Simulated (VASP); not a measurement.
# Pb (I4/mmm) in VASP: a series of runs

Pb is run at these levels: PBE; tasks: single point.

All numbers are computed with VASP 6.6.1; they aren't measurements. Logs are shortened: lines on timing, memory, paths and dates and some standing lists are left out, and cuts for length are marked.

**1. The cell of the first run**

It takes space group I4/mmm (No. 139, tetragonal). Conventional cell: a = 3.353 Å, b = 3.353 Å, c = 5.335 Å, α = 90.00°, β = 90.00°, γ = 90.00°. Within 4.4 Å of Pb (site symmetry 4/mmm) lie 12 Pb at 3.35 to 3.57 Å.

**2. Single point, PBE (strain -0.040 along x and y, +0.080 along z)**

File INCAR:

```
SYSTEM = Pb
PREC = Accurate ; ENCUT = 520
EDIFF = 1E-7 ; ISMEAR = 0
SIGMA = 0.15 ; LREAL = .False.
LASPH = .True. ; NELM = 80
ALGO = Normal ; ISIF = 2
LWAVE = .False. ; LCHARG = .False.
GGA = PE ; NBANDS = 13
```

File KPOINTS:

```
Automatic mesh
0
Gamma
  16 16 16
  0 0 0
```

File POSCAR:

```
Pb
1.0
    0.0000000000      2.3710080000      2.6673840000
    2.3710080000      0.0000000000      2.6673840000
    2.3710080000      2.3710080000      0.0000000000
Pb
1
Direct
    0.0000000000      0.0000000000      0.0000000000
```

Potentials or basis: VASP PAW PBE potentials, release 64 (Pb_d).

Command:

```
$ cat potpaw_PBE.64/Pb_d/POTCAR > POTCAR
$ mpirun -np 1 vasp_std > vasp.out
```

OUTCAR:

```text
SYSTEM = Pb
   PREC = Accurate
   ENCUT = 520
   EDIFF = 1E-7
   ISMEAR = 0
   LREAL = .False.
   LASPH = .True.
   NELM = 80
   ISIF = 2
   GGA = PE

 ion  position               nearest neighbor table
   1  0.000  0.000  0.000-

  LATTYP: Found a body centered tetragonal cell.
 ALAT       =     3.3531116701
 C/A-ratio  =     1.5909902577

  Lattice vectors:

 A1 = (  -2.3710080000,   0.0000000000,   2.6673840000)
 A2 = (   2.3710080000,   0.0000000000,   2.6673840000)
 A3 = (   0.0000000000,   2.3710080000,  -2.6673840000)

Analysis of symmetry for initial positions (statically):
=====================================================================
 Subroutine PRICEL returns:
 Original cell was already a primitive cell.

 Routine SETGRP: Setting up the symmetry group for a
 body centered tetragonal supercell.

 Subroutine GETGRP returns: Found 16 space group operations
 (whereof 16 operations were pure point group operations)
 out of a pool of 16 trial point group operations.

The static configuration has the point symmetry D_4h.

Analysis of symmetry for dynamics (positions and initial velocities):
=====================================================================
 Subroutine PRICEL returns:
 Original cell was already a primitive cell.

 Routine SETGRP: Setting up the symmetry group for a
 body centered tetragonal supercell.

 Subroutine GETGRP returns: Found 16 space group operations
 (whereof 16 operations were pure point group operations)
 out of a pool of 16 trial point group operations.

The dynamic configuration has the point symmetry D_4h.

 Subroutine INISYM returns: Found 16 space group operations
 (whereof 16 operations are pure point group operations),
 and found     1 'primitive' translations

----------------------------------------------------------------------------------------

                                     Primitive cell

  volume of cell :      29.9904

  direct lattice vectors                    reciprocal lattice vectors
     0.000000000  2.371008000  2.667384000    -0.210880773  0.210880773  0.187449576
     2.371008000  0.000000000  2.667384000     0.210880773 -0.210880773  0.187449576
     2.371008000  2.371008000  0.000000000     0.210880773  0.210880773 -0.187449576

  length of vectors
     3.568839635  3.568839635  3.353111670     0.352248129  0.352248129  0.352248129

  position of ions in fractional coordinates (direct lattice)
     0.000000000  0.000000000  0.000000000

  ion indices of the primitive-cell ions
   primitive index   ion index
[... 81 lines left out ...]
   POTIM  = 0.5000    time-step for ionic-motion
   TEBEG  =    0.0;   TEEND  =   0.0 temperature during run
   PSTRESS=    0.0 pullay stress
   NELECT =      14.0000    total number of electrons
   NUPDOWN=      -1.0000    fix difference up-down
   EMIN   =  10.00;   EMAX   =-10.00  energy-range for DOS
   EFERMI =   0.00;   METHOD = LEGACY
   ISMEAR =     0;   SIGMA  =   0.15  broadening in eV -4-tet -1-fermi 0-gaus
   EFERMI_NEDOS =   21; number of points for ismear=-14 and -15
   IALGO  =     38    algorithm
   IMIX   =      4    mixing-type and parameters
     AMIX     =   0.40;   BMIX     =  1.00
     AMIX_MAG =   1.60;   BMIX_MAG =  1.00
  volume/ion in A,a.u.               =      29.99       202.38
  Fermi-wavevector in a.u.,A,eV,Ry     =   1.269961  2.399878 21.943482  1.612800
  Thomas-Fermi vector in A             =   2.402974
   LORBIT       =      0    0 simple, 1 ext, 2 COOP (PROOUT), +10 PAW based schemes
   GGA     = PE    functional components
   LHFCALC =     F    Hartree Fock is set to
   AEXX    =    0.0000 exact exchange contribution
   IVDW    =     0    specifies the selected vdW correction
   LEPSILON=     F    determine dielectric tensor
   LRPA    =     F    only Hartree local field effects (RPA)
 non-spin polarized calculation
 Gauss-broadening in eV      SIGMA  =   0.15
  energy-cutoff  :      520.00
  volume of cell :       29.99
 maximum number of plane-waves:       823
   NGX = 13   NGY = 13   NGZ = 13

 number of electron      13.9999998 magnetization

 Free energy of the ion-electron system (eV)
  ---------------------------------------------------
  ext. energy  EPLUGINS =         0.00000000
  ---------------------------------------------------
  free energy    TOTEN  =        -3.53476321 eV

  energy without entropy =       -3.52892543  energy(sigma->0) =       -3.53184432

 E-fermi :   7.4583     XC(G=0): -10.2356

 val. band max:        7.4549838643   @ k =  -0.3750   0.0625   0.3125
 cond. band min:       7.4693541784   @ k =  -0.3125   0.3125   0.2500
 fundamental gap:      0.0143703141
 Fermi energy:         7.4582543013

 k-point     1 :       0.0000    0.0000    0.0000
  band No.  band energies     occupation
      1      -9.7873      2.00000
      2      -9.6219      2.00000
      3      -9.6219      2.00000
      4      -9.6114      2.00000
      5      -9.4646      2.00000
      6      -4.4310      2.00000
      7      14.8984      0.00000
      8      14.8984      0.00000
      9      14.9113      0.00000
     10      17.3155      0.00000
     11      18.9237      0.00000
     12      19.3854      0.00000
     13      19.9629      0.00000
[... 354 lines left out ...]
  band No.  band energies     occupation
      1      -9.7570      2.00000
      2      -9.6333      2.00000
      3      -9.6109      2.00000
      4      -9.5968      2.00000
      5      -9.4784      2.00000
      6      -4.2111      2.00000
      7      12.8770      0.00000
      8      13.9282      0.00000
      9      15.0768      0.00000
     10      17.0576      0.00000
     11      19.4727      0.00000
     12      19.5234      0.00000
     13      20.2609      0.00000

 [... further k-points ...]

------------------------ aborting loop because EDIFF is reached ----------------------------------------

  FORCE on cell =-STRESS in cart. coord.  units (eV):
  Direction    XX          YY          ZZ          XY          YZ          ZX
  --------------------------------------------------------------------------------------
  -------------------------------------------------------------------------------------
  Total        0.7326828      0.7326828      0.2926213      0.0000000      0.0000000      0.0000000
  in kB       39.1421816     39.1421816     15.6327357      0.0000000      0.0000000      0.0000000
  external PRESSURE =      31.3056996 kB  Pullay stress =       0.0000000 kB

 VOLUME and BASIS-vectors are now :
 -----------------------------------------------------------------------------
  energy-cutoff  :      520.00
  volume of cell :       29.99
      direct lattice vectors                 reciprocal lattice vectors
     0.000000000  2.371008000  2.667384000    -0.210880773  0.210880773  0.187449576
     2.371008000  0.000000000  2.667384000     0.210880773 -0.210880773  0.187449576
     2.371008000  2.371008000  0.000000000     0.210880773  0.210880773 -0.187449576

 POSITION                                       TOTAL-FORCE (eV/Angst)
 -----------------------------------------------------------------------------------
      0.00000      0.00000      0.00000         0.000000     -0.000000      0.000000
 -----------------------------------------------------------------------------------
    total drift:                               -0.000000     -0.000000     -0.000000

  FREE ENERGIE OF THE ION-ELECTRON SYSTEM (eV)
  ---------------------------------------------------
  free  energy   TOTEN  =        -3.5347632093 eV

  energy  without entropy=       -3.5289254330  energy(sigma->0) =       -3.53184432
```

OSZICAR:

```text
N       E                     dE             d eps       ncg     rms          rms(c)
DAV:   1     0.107065173477E+03    0.10707E+03   -0.71478E+03  9228   0.127E+03
DAV:   2     0.160677300240E+01   -0.10546E+03   -0.10209E+03  9514   0.311E+02
DAV:   3    -0.342708349025E+01   -0.50339E+01   -0.50139E+01 11267   0.734E+01
DAV:   4    -0.354188181614E+01   -0.11480E+00   -0.11477E+00 11243   0.118E+01
DAV:   5    -0.354677954429E+01   -0.48977E-02   -0.48976E-02 12516   0.226E+00    0.549E-01
DAV:   6    -0.353719557629E+01    0.95840E-02   -0.13032E-02 11716   0.202E+00    0.273E-01
DAV:   7    -0.353483570078E+01    0.23599E-02   -0.57661E-03 11994   0.126E+00    0.885E-02
DAV:   8    -0.353476723631E+01    0.68464E-04   -0.43073E-04 11866   0.330E-01    0.980E-03
DAV:   9    -0.353476411294E+01    0.31234E-05   -0.12836E-05 12363   0.611E-02    0.486E-03
DAV:  10    -0.353476319468E+01    0.91826E-06   -0.11967E-06 11081   0.123E-02    0.399E-04
DAV:  11    -0.353476320931E+01   -0.14625E-07   -0.52067E-08  7507   0.340E-03
   1 F= -.35347632E+01 E0= -.35318443E+01  d E =-.583778E-02
```

It took 3.1 min on 1 thread of Intel Xeon 8259CL, shared host; peak memory 0.26 GiB.

Results:

| Item | Value |
| --- | --- |
| Free energy | -3.5348 eV |
| Pressure | 3.1 GPa |
| Band gap on the k mesh | zero (bands 7 and 8 overlap by 9.46 eV) |

Stress tensor (GPa, compression positive):
```
3.91 0.00 0.00
0.00 3.91 0.00
0.00 0.00 1.56
```

Levels at points of the mesh, in eV from the Fermi level:
```tsv
k point	band 3	band 4	band 5	band 6	band 7	band 8	band 9	band 10	band 11	band 12
(0.00, 0.00, 0.00)	-17.08	-17.07	-16.92	-11.89	7.44	7.44	7.45	9.86	11.47	11.93
(0.50, 0.00, 0.00)	-17.07	-16.88	-16.83	-8.17	-4.30	4.39	6.65	8.56	9.60	11.52
(0.50, 0.50, 0.00)	-16.85	-16.83	-16.83	-7.68	-3.92	3.02	3.02	6.37	7.54	19.58
(0.50, 0.00, 0.50)	-16.88	-16.87	-16.74	-6.28	-3.03	1.21	2.02	5.00	6.32	16.57
```

Caveat: the cell differs from its parent crystal (strain -0.040 along x and y, +0.080 along z); the cell stands under pressure; spin-orbit coupling is left out, which moves the levels of the heavy elements.

(Part 1 of 2 ends here.)
